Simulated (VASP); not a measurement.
A run of VASP 6.6.1:

File POSCAR:

```
KI
1.0
    3.5327750000      3.5327750000      0.0000000000
   -3.5327750000      3.5327750000      0.0000000000
    0.0000000000      3.5327750000      3.5327750000
K I
1 1
Direct
    0.0000000000      0.0000000000      0.0000000000
    0.5000000000      0.5000000000      0.0000000000
```

INCAR.step1

```
SYSTEM = KI
PREC = Accurate
ENCUT = 600
ISMEAR = -1
SIGMA = 0.1
LREAL = .False.
LASPH = .True.
NELM = 80
GGA = PE
ALGO = Normal
EDIFF = 1E-4
LWAVE = .True.
LCHARG = .False.
```

INCAR.step2

```
SYSTEM = KI
PREC = Accurate
ENCUT = 600
EDIFF = 1E-6
ISMEAR = -1
SIGMA = 0.1
LREAL = .False.
LASPH = .True.
NELM = 80
ALGO = Normal
ISIF = 3
LWAVE = .False.
LCHARG = .False.
METAGGA = R2SCAN
LMIXTAU = .True.
IBRION = 2
NSW = 100
EDIFFG = -0.002
ISTART = 1
```

Contents of KPOINTS:

```
regular mesh
0
Gamma
  10 10 10
  0 0 0
```

Potentials or basis: VASP PAW PBE potentials, release 64 (K_sv, I).

Command:

```console
$ cat potpaw_PBE.64/K_sv/POTCAR potpaw_PBE.64/I/POTCAR > POTCAR
$ cp INCAR.step1 INCAR
$ mpirun -np 1 vasp_std > vasp.out
$ cp INCAR.step2 INCAR
$ mpirun -np 1 vasp_std > vasp.out
```

Hardware: 1 thread of Oxide Virtual Turin-like Processor (shared host).

Q: How long does it take, and how much memory?

A: Wall time 22 min on 1 thread of Oxide Virtual Turin-like Processor (shared host), peak memory 0.28 GiB. Counts: k points 47, ion steps 6.
